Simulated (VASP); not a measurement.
ZnSe:

```
CELL_PARAMETERS angstrom
0.00000 2.83380 2.83380
2.83380 0.00000 2.83380
2.83380 2.83380 0.00000
ATOMIC_POSITIONS crystal
Zn 0.00000 0.00000 0.00000
Se 0.75000 0.75000 0.75000
```

| Property | Result |
| --- | --- |
| Program | VASP 6.6.1 |
| Task | relaxation of cell and atoms |
| Functional | LDA |
| Potentials or basis | VASP PAW LDA potentials, release 64 (Zn, Se) |
| Cutoff | 600 eV |
| k mesh | 8 × 8 × 8 |
| Occupations | gaussian, width 0.02 eV |
| Spin | no spin polarisation |

At the start: pressure -3.1 GPa; volume 22.76 Å³/atom.

Question: How do energy, volume and symmetry change on relaxing?

Answer: Over 3 steps the energy falls by 11.0 meV/atom and the volume is 21.67 Å³/atom (-4.8 %); space group F-43m (No. 216, to 0.05 Å).

Step by step:
```csv
step,energy change (eV),largest force (eV/Å),pressure (GPa),volume (Å³)
1,0.0000,0.0000,-3.12,45.51
2,-0.0195,0.0000,1.17,42.66
3,-0.0220,0.0000,0.00,43.34
```

Final structure:
```xyz
2
Lattice="0.0000 2.7881 2.7881 2.7881 0.0000 2.7881 2.7881 2.7881 0.0000" Properties=species:S:1:pos:R:3 pbc="T T T"
Zn    0.0000    0.0000    0.0000
Se    4.1821    4.1821    4.1821
```
